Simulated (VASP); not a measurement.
AgCl, 2 atoms in the cell. It takes space group I4/mmm (No. 139, tetragonal). The conventional cell has a = 3.874 Å, b = 3.874 Å, c = 5.546 Å, α = 90.00°, β = 90.00°, γ = 90.00°. Ag (site symmetry 4/mmm) has 6 Cl at 2.74 to 2.77 Å within 3.6 Å. Cl (site symmetry 4/mmm) has 6 Ag at 2.74 to 2.77 Å within 3.6 Å.  This cell differs from its parent crystal: biaxial xy strain -1.2%.

```yaml
Program: VASP 6.6.1
Task: single point
Functional: PBE
Potentials_or_basis: VASP PAW PBE potentials, release 64 (Ag, Cl)
Cutoff: 520 eV
k_mesh: 8 × 8 × 8
Occupations: fermi-dirac, width 0.02 eV
Spin: no spin polarisation
Dipole_correction: no
Further_INCAR_settings: ALGO = Normal; EDIFF = 1e-07; NBANDS = 16
```

Potentials or basis: VASP PAW PBE potentials, release 64 (Ag, Cl).

The run is started by

```console
$ cat potpaw_PBE.64/Ag/POTCAR potpaw_PBE.64/Cl/POTCAR > POTCAR
$ mpirun -np 1 vasp_std > vasp.out
```

Hardware: 1 thread of AMD EPYC 9R14 (Zen 4), on a shared host.

Problem. Estimate the wall time of this run.

Solution. It took 25 s on 1 thread of AMD EPYC 9R14 (Zen 4), on a shared host, peak memory 0.16 GiB. Counts: scf iterations 14, k points 59.
